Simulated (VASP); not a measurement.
Here is a VASP 6.6.1 calculation.

Contents of POSCAR:

```
Be
1.0
    2.2629601988      0.0000000000      0.0000000000
   -1.1314800994      1.9597810199      0.0000000000
    0.0000000000      0.0000000000      3.5648993680
Be
2
Direct
    0.3333333333      0.6666666667      0.2500000000
    0.6666666667      0.3333333333      0.7500000000
```

INCAR.step1

```
  ALGO = Normal
  EDIFF = 1E-4
  ENCUT = 520
  GGA = PE
  ISMEAR = 0
  LASPH = True
  LCHARG = False
  LREAL = False
  LWAVE = True
  NBANDS = 9
  NELM = 60
  PREC = Accurate
  SIGMA = 0.1
```

File INCAR.step2:

```
  ALGO = Normal
  EDIFF = 1E-7
  ENCUT = 520
  ISIF = 2
  ISMEAR = 0
  ISTART = 1
  LASPH = True
  LCHARG = True
  LELF = True
  LMIXTAU = True
  LREAL = False
  LVHAR = True
  LWAVE = False
  METAGGA = R2SCAN
  NBANDS = 9
  NELM = 60
  PREC = Accurate
  SIGMA = 0.1
```

Contents of KPOINTS:

```
k-points
0
Gamma
  12 12 6
```

Potentials or basis: VASP PAW PBE potentials, release 64 (Be).

The run is started by

```bash
$ cat potpaw_PBE.64/Be/POTCAR > POTCAR
$ cp INCAR.step1 INCAR
$ mpirun -np 1 vasp_std > vasp.out
$ cp INCAR.step2 INCAR
$ mpirun -np 1 vasp_std > vasp.out
```

**Question.** What does it give for the band gap on the k mesh?

**Answer.** Zero (band 2 reaches 8.01 eV, above the bottom of band 3 at 5.99 eV).

**Question.** What does it give for the pressure?

**Answer.** 0.2 GPa.

Stress tensor (GPa, compression positive):
```
0.12 0.00 0.00
0.00 0.12 0.00
0.00 0.00 0.22
```

Caveat: the PAW data sets were made with another functional, which shifts forces and pressure a little.
